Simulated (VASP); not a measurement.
## SrLi2SnS4: electric field gradients with r2SCAN

The system is SrLi2SnS4.

```xyz
8
Lattice="-3.3295 3.3295 3.9590 3.3295 -3.3295 3.9590 3.3295 3.3295 -3.9590" Properties=species:S:1:pos:R:3 pbc="T T T"
Li    3.3295    0.0000    1.9795
Li    0.0000    3.3295    1.9795
Sr    0.0000    0.0000    3.9590
Sn    0.0000    0.0000    0.0000
S     1.3943    1.3943   -1.3816
S    -1.9352    1.9352    5.3406
S     1.9352    1.9352    2.5774
S     1.9352   -1.9352    5.3406
```

* Program: VASP 6.6.1
* Task: electric field gradients
* Functional: r2SCAN
* Potentials or basis: VASP PAW PBE potentials, release 64 (Li_sv, Sr_sv, Sn_d, S)
* Cutoff: 520 eV
* k mesh: 6 × 6 × 6
* Occupations: fermi-dirac, width 0.02 eV
* Spin: no spin polarisation
* Dipole correction: no
* Further INCAR settings: ALGO = Normal; EDIFF = 1e-08; NBANDS = 37

```json
{
 "Largest force": "0.268 eV/Å",
 "Band gap on the k mesh": "2.87 eV",
 "Largest electric field gradient by atom": "Li +1.2; Sr +2.1; Sn +0.2; S +130.9 V/Å²"
}
```

Forces on the atoms (eV/Å):
```
Li   0.000  0.000  0.000
Li   0.000  0.000  0.000
Sr   0.000  0.000  0.000
Sn   0.000  0.000  0.000
S   -0.150 -0.150  0.164
S   -0.150  0.150 -0.164
S    0.150  0.150  0.164
S    0.150 -0.150 -0.164
```

Levels at points of the mesh, in eV from the valence-band top:
```tsv
k point	band 23	band 24	band 25	band 26	band 27	band 28	band 29	band 30	band 31	band 32
(0.00, 0.00, 0.00)	-0.97	-0.94	-0.54	-0.39	-0.39	3.00	4.29	5.04	5.56	5.98
(0.50, 0.00, 0.00)	-1.34	-1.29	-0.90	-0.69	-0.53	3.19	4.20	5.28	5.44	5.63
(0.50, 0.50, 0.00)	-1.37	-1.37	-1.10	-1.10	-0.56	3.29	4.62	5.11	5.23	5.32
(0.50, 0.50, 0.50)	-1.97	-1.80	-0.51	-0.51	0.00	2.87	4.52	4.52	4.86	5.92
```

Electric field gradients, principal values (V/Å²):
```csv
atom,least,middle,greatest (by size)
1 Li,-0.577,-0.578,1.155
2 Li,-0.577,-0.578,1.155
3 Sr,-1.068,-1.068,2.137
4 Sn,-0.075,-0.077,0.152
5 S,-57.455,-73.420,130.875
6 S,-57.455,-73.420,130.875
7 S,-57.455,-73.420,130.875
8 S,-57.455,-73.420,130.875
```

Run time: 21 min on 1 thread of Intel(R) Xeon(R) 6975P-C (Granite Rapids), with other jobs on the host, peak memory 0.49 GiB.

Caveat: without QUAD_EFG the Cq values of the log hold for a quadrupole moment of 1 mb, not for the nuclei; the PAW data sets were made with another functional, which shifts forces and pressure a little; spin-orbit coupling is left out, which moves the levels of the heavy elements. A k mesh can miss the band edges.
